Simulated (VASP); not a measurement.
Runs of VASP 6.6.1 on Fe. The structure is orthorhombic, space group Fmmm (No. 69). The conventional cell has a = 2.997 Å, b = 3.883 Å, c = 3.930 Å, α = 90.00°, β = 90.00°, γ = 90.00°. Within 3.2 Å of Fe (site symmetry mmm) lie 14 Fe at 2.45 to 3.00 Å. 

| task | level | potentials or basis | fixed moment (μB) | cell | k mesh | cutoff (eV) | grid for exact exchange (PRECFOCK) | share of exact exchange | gap on the mesh (eV) | pressure (GPa) | moment (μB) | relaxed volume (Å³/atom) |
| --- | --- | --- | --- | --- | --- | --- | --- | --- | --- | --- | --- | --- |
| relaxation of cell and atoms | BLYP | VASP PAW PBE potentials, release 64 (Fe) | - | relaxed | 13 × 13 × 13 | 600 | - | - | none | 0.0 | 2.18 | 11.84 |
| relaxation of cell and atoms | revPBE | VASP PAW PBE potentials, release 64 (Fe) | - | relaxed | 13 × 13 × 13 | 600 | - | - | none | 0.0 | (b) | 11.58 |
| vibrations by perturbation theory | PBE | VASP PAW PBE potentials, release 64 (Fe) | - | as given | 10 × 10 × 10 | 600 | - | - | - | - | 2.19 | - |
| single point | PBE | VASP PAW PBE potentials, release 64 (Fe_sv) | 3.0 | as given | 11 × 11 × 11 | 690 | - | - | - | 20.4 | 3.00 | - |
| single point | r2SCANh | VASP PAW PBE potentials, release 64 (Fe) | - | as given | 7 × 7 × 7 | 520 | Normal | 0.1 | none | 13.5 | (a) | - |

Alike in all rows: spin collinear, ferromagnetic start; smearing fermi-dirac 0.05 eV.

Task: Fill in the values left out.

Result: (a) 2.87; (b) 2.20.

Caveats: some runs use coarse meshes; the PAW data sets were made with another functional, which shifts forces and pressure a little (at least some runs); the cell stands under pressure or tension, which shifts response properties (at least some runs); some modes are imaginary (at least some runs); the cell stands under pressure (at least some runs); the total moment is fixed, so each spin has its own Fermi level and the state may be an excited one (at least some runs).

A gap of «none» marks levels without a gap at the run's occupations.

The runs don't all hold the same shells in valence.
